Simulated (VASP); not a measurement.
**CaRu7: single point with PBE**

CaRu7:

```xyz
8
Lattice="6.7400 0.0000 0.0000 -3.3700 5.8370 0.0000 0.0000 0.0000 5.5592" Properties=species:S:1:pos:R:3 pbc="T T T"
Ca    0.0000    0.0000    2.7796
Ru    4.5750    1.2500    0.0000
Ru    3.3700    3.3371    0.0000
Ru    2.1650    1.2500    0.0000
Ru   -1.2050    4.5870    0.0000
Ru    0.0000    2.4999    0.0000
Ru    1.2050    4.5870    0.0000
Ru    0.0000    0.0000    0.0000
```

The cell was generated, and may not be a known phase.

| Item | Value |
| --- | --- |
| Program | VASP 6.6.1 |
| Task | single point |
| Functional | PBE |
| Potentials or basis | VASP PAW PBE potentials, release 64 (Ca_sv, Ru_pv) |
| Cutoff | 500 eV |
| k mesh | 3 × 3 × 4 |
| Occupations | gaussian, width 0.1 eV |
| Spin | collinear spin, ferromagnetic start |
| Starting moments | [0.0, 1.0, 1.0, 1.0, 1.0, 1.0, 1.0, 1.0] μB |
| Dipole correction | no |
| Further INCAR settings | ALGO = Normal; EDIFF = 1e-06; NBANDS = 68 |

```yaml
Pressure: 0.1 GPa
Largest_force: 0.036 eV/Å
Band_gap_on_the_k_mesh: zero (filled and empty bands overlap)
Net_moment: 0.00 μB per cell
Valence_electrons_inside_the_program's_atomic_spheres: Ca 8.11; Ru 12.66, 12.88 (each value once)
```

Forces in eV/Å, atoms in the order of the input:
```
Ca   0.000  0.000  0.000
Ru   0.031 -0.018  0.000
Ru   0.000  0.036  0.000
Ru  -0.031 -0.018  0.000
Ru  -0.031  0.018  0.000
Ru   0.000 -0.036  0.000
Ru   0.031  0.018  0.000
Ru   0.000  0.000  0.000
```

Stress tensor (GPa, compression positive):
```
0.04 0.00 0.00
0.00 0.04 0.00
0.00 0.00 0.18
```

Levels at points of the mesh, in eV from the Fermi level:
Spin up:
```csv
k point,band 51,band 52,band 53,band 54,band 55,band 56,band 57,band 58
"(0.00, 0.00, 0.00)",-0.62,-0.61,-0.61,-0.25,-0.25,-0.16,-0.16,0.76
"(0.00, 0.00, 0.50)",-0.57,-0.57,-0.49,-0.49,-0.19,-0.19,0.03,0.03
```
Spin down:
```
           k point  band 52  band 53  band 54  band 55  band 56  band 57
(0.00, 0.00, 0.00)    -0.61    -0.61    -0.25    -0.25    -0.16    -0.16
(0.00, 0.00, 0.50)    -0.57    -0.49    -0.49    -0.19    -0.19     0.03
```

Run time: 14 min on 1 thread of Intel Xeon 8259CL, with other jobs on the host, peak memory 0.49 GiB.
